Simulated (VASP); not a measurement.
Set up this calculation in VASP 6.6.1, as the native input.

- Task: electric field gradients
- Functional: PBE
- Potentials or basis: VASP PAW PBE potentials, release 64 (Hf_pv, N)
- Cutoff: 520 eV
- k mesh: 10 × 10 × 10
- Occupations: fermi-dirac, width 0.03 eV
- Spin: no spin polarisation
- Dipole correction: no
- Further INCAR settings: ALGO = Normal; EDIFF = 1e-08; NBANDS = 14

The structure of HfN lies in POSCAR:

```
HfN
1.0
   -0.0225900000      2.2477050000      2.2477050000
    2.2477050000     -0.0225900000      2.2477050000
    2.2477050000      2.2477050000     -0.0225900000
Hf N
1 1
Direct
    0.0000000000      0.0000000000      0.0000000000
    0.5000000000      0.5000000000      0.5000000000
```

This cell differs from its parent crystal: equal xy, yz and zx shear strains of -1 %.

One way to write it, as run:

INCAR

```
  PREC = Accurate
  ENCUT = 520
  EDIFF = 1E-8
  ISMEAR = -1
  SIGMA = 0.03
  LREAL = False
  LASPH = True
  NELM = 80
  ALGO = Normal
  ISIF = 2
  LWAVE = False
  LCHARG = False
  GGA = PE
  LEFG = True
  NBANDS = 14
```

KPOINTS

```
regular mesh
0
Gamma
  10 10 10
```

Potentials or basis: VASP PAW PBE potentials, release 64 (Hf_pv, N).

Launch:

```bash
$ cat potpaw_PBE.64/Hf_pv/POTCAR potpaw_PBE.64/N/POTCAR > POTCAR
$ mpirun -np 1 vasp_std > vasp.out
```

It gave:

```
Pressure : 3.1 GPa
```

Caveat: the cell differs from its parent crystal (equal xy, yz and zx shear strains of -1 %); without QUAD_EFG the Cq values of the log hold for a quadrupole moment of 1 mb, not for the nuclei.

Run time: 17 s on 1 thread of Intel Xeon 6975P-C, with other jobs on the host, peak memory 0.17 GiB.
